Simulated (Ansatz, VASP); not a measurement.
One calculation of Si, two programs

```xyz
2
Lattice="-2.4069 2.4069 1.3293 2.4069 -2.4069 1.3293 2.3358 2.3358 -1.3293" Properties=species:S:1:pos:R:3 pbc="T T T"
Si    2.3714   -0.0356    0.6646
Si    0.0000    0.0000    1.3293
```

Alike in both runs: task single point; functional PBE; k mesh 15 × 15 × 15; occupations gaussian, width 0.1 eV; no spin polarisation.

|  | VASP | Ansatz |
| --- | --- | --- |
| version | VASP 6.6.1 | Ansatz 0.2.0 |
| potentials or method | VASP PAW PBE potentials, release 64 (Si), cutoff 520 eV | plane waves, PAW |
| valence electrons in the cell | 8 | 8 |

```csv
,VASP,Ansatz,Ansatz less VASP
pressure (GPa),3.2,3.2,+0.07
"traceless stress, the component that is largest in VASP (GPa)",2.85,2.85,-0.005
```
